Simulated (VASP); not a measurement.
Input of a VASP 6.6.1 run:

File INCAR:

```
ALGO = Normal
EDIFF = 1E-6
ENCUT = 1330
GGA = CA
GGA_COMPAT = F
ISIF = 2
ISMEAR = 0
LASPH = T
LCHARG = F
LREAL = F
LWAVE = F
NBANDS = 16
NELM = 120
PREC = Accurate
SIGMA = 0.1
```

KPOINTS

```
k-points
0
Gamma
  14 14 14
```

Contents of POSCAR:

```
TiN
1.0
    0.0000000000      2.0859620326      2.0859620326
    2.0859620326      0.0000000000      2.0859620326
    2.0859620326      2.0859620326      0.0000000000
Ti N
1 1
Direct
    0.0000000000      0.0000000000      0.0000000000
    0.5000000000      0.5000000000      0.5000000000
```

Potentials or basis: VASP PAW LDA potentials, release 64 (Ti_sv, N_h).

The run is started by

```bash
$ cat potpaw_LDA.64/Ti_sv/POTCAR potpaw_LDA.64/N_h/POTCAR > POTCAR
$ mpirun -np 1 vasp_std > vasp.out
```

Q: Predict the pressure.

A: 0.9 GPa.

Q: Predict the band gap on the k mesh.

A: Zero (an odd number of electrons rules out a gap without spin polarisation).

Caveat: an odd number of electrons without spin polarisation forces a metal; a magnetic or distorted state may lie lower.
